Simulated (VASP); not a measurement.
# Ti in VASP: a series of runs

Runs on Ti. Level: PBEsol. Tasks: single point.

Program: VASP 6.6.1. These are calculated values, not measurements. Logs are shortened: lines on timing, memory, paths and dates and some standing lists are left out, and cuts for length are marked.

### 1 The cell of the first run

The cell holds a slab with vacuum, 10 atoms: a = 2.799 Å, b = 4.515 Å, c = 26.731 Å, α = 90.00°, β = 90.00°, γ = 90.00°.

### 2 Single point, PBEsol

File INCAR:

```
SYSTEM = Ti
PREC     = Accurate       ! precision mode
ENCUT    = 400            ! plane-wave cutoff, eV
EDIFF    = 1E-6           ! SCF threshold, eV
ISMEAR   = 0              ! smearing method
SIGMA    = 0.1            ! smearing width, eV
LREAL    = .False.        ! projectors in reciprocal space
LASPH    = .True.         ! aspherical terms in the spheres
NELM     = 120            ! most SCF steps
ALGO     = Normal         ! electronic algorithm
ISIF     = 2              ! what is computed and relaxed
LWAVE    = .False.        ! write WAVECAR
LCHARG   = .False.        ! write CHGCAR
LDIPOL   = .True.       
IDIPOL   = 3            
DIPOL    = 0.5 0.5 0.500
GGA      = PS             ! functional
NBANDS   = 71             ! bands
GGA_COMPAT= .False.      
NELMDL   = -8
```

File KPOINTS:

```
regular mesh
0
Gamma
  12 8 1
  0 0 0
```

File POSCAR:

```
Ti
1.0
    2.7987936497      0.0000000000      0.0000000000
    0.0000000000      4.5152900626      0.0000000000
    0.0000000000      0.0000000000     26.7310676991
Ti
10
Direct
    0.5000000000      0.0000000000      0.2805724068
    0.0000000000      0.5000000000      0.3293340942
    0.5000000000      0.0000000000      0.3780957815
    0.5000000000      0.5000000000      0.4268574689
    0.0000000000      0.0000000000      0.4756191563
    0.5000000000      0.5000000000      0.5243808437
    0.5000000000      0.0000000000      0.5731425311
    0.0000000000      0.5000000000      0.6219042185
    0.5000000000      0.0000000000      0.6706659058
    0.5000000000      0.5000000000      0.7194275932
```

Potentials or basis: VASP PAW PBE potentials, release 64 (Ti_sv).

Started as:

```console
> cat potpaw_PBE.64/Ti_sv/POTCAR > POTCAR
> mpirun -np 1 vasp_std > vasp.out
```

OUTCAR:

```text
SYSTEM = Ti
   PREC = Accurate
   ENCUT = 400
   EDIFF = 1E-6
   ISMEAR = 0
   LREAL = .False.
   LASPH = .True.
   NELM = 120
   ISIF = 2
   GGA = PS
   NELMDL = -8

 ion  position               nearest neighbor table
   1  0.500  0.000  0.281-   3 2.61
   2  0.000  0.500  0.329-
   3  0.500  0.000  0.378-   1 2.61   4 2.61   4 2.61
   4  0.500  0.500  0.427-   3 2.61   3 2.61   6 2.61
   5  0.000  0.000  0.476-
   6  0.500  0.500  0.524-   7 2.61   7 2.61   4 2.61
   7  0.500  0.000  0.573-   9 2.61   6 2.61   6 2.61
   8  0.000  0.500  0.622-
   9  0.500  0.000  0.671-   7 2.61  10 2.61  10 2.61
  10  0.500  0.500  0.719-   9 2.61   9 2.61

  LATTYP: Found a simple orthorhombic cell.
 ALAT       =     2.7987936497
 B/A-ratio  =     1.6132986664
 C/A-ratio  =     9.5509248072

  Lattice vectors:

 A1 = (   2.7987936497,   0.0000000000,   0.0000000000)
 A2 = (   0.0000000000,   4.5152900626,   0.0000000000)
 A3 = (   0.0000000000,   0.0000000000,  26.7310676991)

Analysis of symmetry for initial positions (statically):
=====================================================================
 Subroutine PRICEL returns:
 Original cell was already a primitive cell.

 Routine SETGRP: Setting up the symmetry group for a
 simple orthorhombic supercell.

 Subroutine GETGRP returns: Found  4 space group operations
 (whereof  4 operations were pure point group operations)
 out of a pool of  8 trial point group operations.

The static configuration has the point symmetry C_2v.

Analysis of symmetry for dynamics (positions and initial velocities):
=====================================================================
 Subroutine PRICEL returns:
 Original cell was already a primitive cell.

 Routine SETGRP: Setting up the symmetry group for a
 simple orthorhombic supercell.

 Subroutine GETGRP returns: Found  4 space group operations
 (whereof  4 operations were pure point group operations)
 out of a pool of  8 trial point group operations.

The dynamic configuration has the point symmetry C_2v.

 Subroutine INISYM returns: Found  4 space group operations
 (whereof  4 operations are pure point group operations),
 and found     1 'primitive' translations

----------------------------------------------------------------------------------------

                                     Primitive cell

  volume of cell :     337.8103

  direct lattice vectors                    reciprocal lattice vectors
     2.798793650  0.000000000  0.000000000     0.357296795  0.000000000  0.000000000
     0.000000000  4.515290063  0.000000000     0.000000000  0.221469714  0.000000000
     0.000000000  0.000000000 26.731067699     0.000000000  0.000000000  0.037409654

  length of vectors
     2.798793650  4.515290063 26.731067699     0.357296795  0.221469714  0.037409654

  position of ions in fractional coordinates (direct lattice)
     0.500000000  0.000000000  0.280572407
     0.000000000  0.500000000  0.329334094
     0.500000000  0.000000000  0.378095782
     0.500000000  0.500000000  0.426857469
     0.000000000  0.000000000  0.475619156
     0.500000000  0.500000000  0.524380844
     0.500000000  0.000000000  0.573142531
     0.000000000  0.500000000  0.621904218
     0.500000000  0.000000000  0.670665906
     0.500000000  0.500000000  0.719427593

  ion indices of the primitive-cell ions
   primitive index   ion index
                 1           1
                 2           2
                 3           3
                 4           4
                 5           5
                 6           6
                 7           7
                 8           8
                 9           9
                10          10

----------------------------------------------------------------------------------------

 KPOINTS: regular mesh

Automatic generation of k-mesh.
 Grid dimensions read from file:
 generate k-points for:   12    8    1

 Generating k-lattice:

  Cartesian coordinates                     Fractional coordinates (reciprocal lattice)
     0.029774733  0.000000000  0.000000000     0.083333333  0.000000000  0.000000000
     0.000000000  0.027683714  0.000000000     0.000000000  0.125000000  0.000000000
     0.000000000  0.000000000  0.037409654     0.000000000  0.000000000  1.000000000

  Length of vectors
     0.029774733  0.027683714  0.037409654

  Shift w.r.t. Gamma in fractional coordinates (k-lattice)
     0.000000000  0.000000000  0.000000000

 Subroutine IBZKPT returns following result:
 ===========================================

 Found     35 irreducible k-points:

 Following reciprocal coordinates:
            Coordinates               Weight
  0.000000  0.000000  0.000000      1.000000
  0.083333  0.000000  0.000000      2.000000
  0.166667  0.000000  0.000000      2.000000
  0.250000  0.000000  0.000000      2.000000
  0.333333  0.000000  0.000000      2.000000
  0.416667  0.000000  0.000000      2.000000
[... 16 lines left out ...]
  0.083333  0.375000  0.000000      4.000000
  0.166667  0.375000  0.000000      4.000000
 [... further k-points ...]
   k-points           NKPTS =     35   k-points in BZ     NKDIM =     35   number of bands    NBANDS=     71
   number of dos      NEDOS =    301   number of ions     NIONS =     10
   total plane-waves  NPLWV =  97200
   dimension x,y,z NGX =    18 NGY =   30 NGZ =  180
   dimension x,y,z NGXF=    36 NGYF=   60 NGZF=  360
   ions per type =              10
   NGX,Y,Z   is equivalent  to a cutoff of  10.69, 11.05, 11.19 a.u.
   NGXF,Y,Z  is equivalent  to a cutoff of  21.38, 22.09, 22.39 a.u.
 SYSTEM =  Ti
   PREC   = accura    normal or accurate (medium, high low for compatibility)
   ISTART =      0    job   : 0-new  1-cont  2-samecut
   ICHARG =      2    charge: 1-file 2-atom 10-const
   ISPIN  =      1    spin polarized calculation?
   LNONCOLLINEAR =      F non collinear calculations
   LSORBIT =      F    spin-orbit coupling
   LASPH  =      T    aspherical Exc in radial PAW
   ENCUT  =  400.0 eV  29.40 Ry    5.42 a.u.   4.56  7.36 43.59*2*pi/ulx,y,z
   NELM   =    120;   NELMIN=  2; NELMDL= -8     # of ELM steps
   EDIFF  = 0.1E-05   stopping-criterion for ELM
   LREAL  =      F    real-space projection
[... 7 lines left out ...]
   TEBEG  =    0.0;   TEEND  =   0.0 temperature during run
   PSTRESS=    0.0 pullay stress
   NELECT =     120.0000    total number of electrons
   NUPDOWN=      -1.0000    fix difference up-down
   EMIN   =  10.00;   EMAX   =-10.00  energy-range for DOS
   EFERMI =   0.00;   METHOD = LEGACY
   ISMEAR =     0;   SIGMA  =   0.10  broadening in eV -4-tet -1-fermi 0-gaus
   EFERMI_NEDOS =   21; number of points for ismear=-14 and -15
   IALGO  =     38    algorithm
   IMIX   =      4    mixing-type and parameters
     AMIX     =   0.40;   BMIX     =  1.00
     AMIX_MAG =   1.60;   BMIX_MAG =  1.00
  volume/ion in A,a.u.               =      33.78       227.97
  Fermi-wavevector in a.u.,A,eV,Ry     =   1.159429  2.191004 18.289992  1.344276
  Thomas-Fermi vector in A             =   2.296022
   LORBIT       =      0    0 simple, 1 ext, 2 COOP (PROOUT), +10 PAW based schemes
   GGA     = PS    functional components
   LHFCALC =     F    Hartree Fock is set to
   AEXX    =    0.0000 exact exchange contribution
   IVDW    =     0    specifies the selected vdW correction
   LEPSILON=     F    determine dielectric tensor
   LRPA    =     F    only Hartree local field effects (RPA)
 non-spin polarized calculation
 Gauss-broadening in eV      SIGMA  =   0.10
  energy-cutoff  :      400.00
  volume of cell :      337.81
 maximum number of plane-waves:      6209
   NGX =  9   NGY = 15   NGZ = 87

 dipolmoment           0.000000      0.000000      0.004557 electrons x Angstroem

 number of electron     120.0000016 magnetization

 dipolmoment           0.000000      0.000000     -0.001973 electrons x Angstroem

 Free energy of the ion-electron system (eV)
  ---------------------------------------------------
  ext. energy  EPLUGINS =         0.00000000
  ---------------------------------------------------
  free energy    TOTEN  =       -79.39338803 eV

  energy without entropy =      -79.32924745  energy(sigma->0) =      -79.36131774

 E-fermi :   2.5450     XC(G=0):  -6.6719

 val. band max:        2.5441994335   @ k =   0.2500   0.5000   0.0000
 cond. band min:       2.5459992856   @ k =   0.0833   0.3750   0.0000
 fundamental gap:      0.0017998520
 Fermi energy:         2.5450080127

 k-point     1 :       0.0000    0.0000    0.0000
  band No.  band energies     occupation
      1     -54.1378      2.00000
      2     -54.1354      2.00000
      3     -53.9911      2.00000
      4     -53.9740      2.00000
      5     -53.9427      2.00000
      6     -53.7370      2.00000
[... 63 lines left out ...]
     70       3.4766      0.00000
     71       3.6886      0.00000

 k-point     2 :       0.0833    0.0000    0.0000
  band No.  band energies     occupation
      1     -54.1330      2.00000
      2     -54.1309      2.00000
      3     -53.9860      2.00000
      4     -53.9700      2.00000
      5     -53.9380      2.00000
      6     -53.7336      2.00000
[... 63 lines left out ...]
     70       3.4545      0.00000
     71       3.6214      0.00000

 k-point     3 :       0.1667    0.0000    0.0000
  band No.  band energies     occupation
      1     -54.1200      2.00000
      2     -54.1187      2.00000
      3     -53.9721      2.00000
      4     -53.9592      2.00000
      5     -53.9252      2.00000
      6     -53.7239      2.00000
[... 1543 lines left out ...]
     70       3.1907      0.00000
     71       3.5023      0.00000

 k-point    24 :       0.1667    0.3750    0.0000
  band No.  band energies     occupation
      1     -54.1146      2.00000
      2     -54.1090      2.00000
      3     -53.9650      2.00000
      4     -53.9623      2.00000
      5     -53.9199      2.00000
      6     -53.7017      2.00000
[... 63 lines left out ...]
     70       3.2863      0.00000
     71       3.3431      0.00000

 [... further k-points ...]

------------------------ aborting loop because EDIFF is reached ----------------------------------------

 vacuum level on the upper side and lower side of the slab       (xc-potential included)        -0.319        -0.290

  FORCE on cell =-STRESS in cart. coord.  units (eV):
  Direction    XX          YY          ZZ          XY          YZ          ZX
  --------------------------------------------------------------------------------------
  -------------------------------------------------------------------------------------
  Total       -4.9294510     -6.1275346     -3.7783251      0.0000000      0.0000000      0.0000000
  in kB      -23.3795579    -29.0618672    -17.9199613      0.0000000      0.0000000      0.0000000
  external PRESSURE =     -23.4537955 kB  Pullay stress =       0.0000000 kB

 VOLUME and BASIS-vectors are now :
 -----------------------------------------------------------------------------
  energy-cutoff  :      400.00
  volume of cell :      337.81
      direct lattice vectors                 reciprocal lattice vectors
     2.798793650  0.000000000  0.000000000     0.357296795  0.000000000  0.000000000
     0.000000000  4.515290063  0.000000000     0.000000000  0.221469714  0.000000000
     0.000000000  0.000000000 26.731067699     0.000000000  0.000000000  0.037409654

 POSITION                                       TOTAL-FORCE (eV/Angst)
 -----------------------------------------------------------------------------------
      1.39940      0.00000      7.50000         0.000000      0.000000      0.350932
      0.00000      2.25765      8.80345         0.000000      0.000000     -0.051684
      1.39940      0.00000     10.10690         0.000000      0.000000     -0.326315
      1.39940      2.25765     11.41036         0.000000      0.000000      0.006665
      0.00000      0.00000     12.71381         0.000000      0.000000      0.140002
      1.39940      2.25765     14.01726         0.000000      0.000000     -0.109890
      1.39940      0.00000     15.32071         0.000000      0.000000     -0.118245
      0.00000      2.25765     16.62416         0.000000      0.000000      0.905959
      1.39940      0.00000     17.92762         0.000000      0.000000     -0.071493
      1.39940      2.25765     19.23107         0.000000      0.000000     -0.725930
 -----------------------------------------------------------------------------------
    total drift:                                0.000000      0.000000      0.000412

  FREE ENERGIE OF THE ION-ELECTRON SYSTEM (eV)
  ---------------------------------------------------
  free  energy   TOTEN  =       -79.3933880278 eV

  energy  without entropy=      -79.3292474515  energy(sigma->0) =      -79.36131774

 vacuum level on the upper side and lower side of the slab         5.699         5.729
```

Wall time 24 min (1 thread of Intel Xeon 6975P-C (Granite Rapids), shared host); peak memory 0.54 GiB.

What came out:

- Free energy: -79.3934 eV
- Largest force: 0.906 eV/Å
- Band gap on the k mesh: zero (bands 60 and 61 overlap by 0.24 eV)

Forces in eV/Å, atoms in the order of the input:
```
Ti   0.000  0.000  0.351
Ti   0.000  0.000 -0.052
Ti   0.000  0.000 -0.326
Ti   0.000  0.000  0.007
Ti   0.000  0.000  0.140
Ti   0.000  0.000 -0.110
Ti   0.000  0.000 -0.118
Ti   0.000  0.000  0.906
Ti   0.000  0.000 -0.071
Ti   0.000  0.000 -0.726
```

Caveat: the PAW data sets were made with another functional, which shifts forces and pressure a little.

### 3 Single point, PBEsol

File INCAR:

```
SYSTEM = Ti
ALGO = Normal
DIPOL = 0.5 0.5 0.500
EDIFF = 1E-6
ENCUT = 400
GGA = PS
GGA_COMPAT = .FALSE.
IDIPOL = 3
ISIF = 2
ISMEAR = -5
LASPH = .TRUE.
LCHARG = .TRUE.
LDIPOL = .TRUE.
LELF = .TRUE.
LREAL = .FALSE.
LVACPOTAV = .TRUE.
LVHAR = .TRUE.
LWAVE = .FALSE.
NBANDS = 71
NELM = 120
NELMDL = -8
PREC = Accurate
SIGMA = 0.1
```

File KPOINTS:

```
k-points
0
G
  12 8 1
  0 0 0
```

POSCAR is that of step 2.

Potentials or basis: VASP PAW PBE potentials, release 64 (Ti_sv).

Started as:

```console
> cat potpaw_PBE.64/Ti_sv/POTCAR > POTCAR
> mpirun -np 1 vasp_std > vasp.out
```

It took 24 min on 1 thread of Intel Xeon 6975P-C (Granite Rapids), shared host; peak memory 0.55 GiB.

The run converged. Its results:

```yaml
Free_energy: -79.3579 eV
Largest_force: 0.891 eV/Å
Band_gap_on_the_k_mesh: zero (bands 60 and 61 overlap by 0.24 eV)
```

Forces on the atoms (eV/Å):
```
Ti   0.000  0.000  0.345
Ti   0.000  0.000 -0.074
Ti   0.000  0.000 -0.297
Ti   0.000  0.000 -0.009
Ti   0.000  0.000  0.153
Ti   0.000  0.000 -0.106
Ti   0.000  0.000 -0.114
Ti   0.000  0.000  0.891
Ti   0.000  0.000 -0.092
Ti   0.000  0.000 -0.697
```

Levels at points of the mesh, in eV from the Fermi level:
| k point | band 58 | band 59 | band 60 | band 61 | band 62 | band 63 |
| --- | --- | --- | --- | --- | --- | --- |
| (0.00, 0.00, 0.00) | -0.39 | -0.17 | 0.02 | 0.05 | 0.15 | 0.26 |
| (0.50, 0.00, 0.00) | -0.69 | -0.41 | -0.03 | 0.19 | 0.28 | 0.50 |
| (0.00, 0.50, 0.00) | -0.32 | -0.21 | -0.15 | 0.15 | 0.20 | 0.35 |
| (0.50, 0.50, 0.00) | -0.59 | -0.21 | 0.03 | 0.21 | 0.39 | 0.50 |

Caveat: the PAW data sets were made with another functional, which shifts forces and pressure a little; tetrahedron occupations give inexact forces and stress in metals.
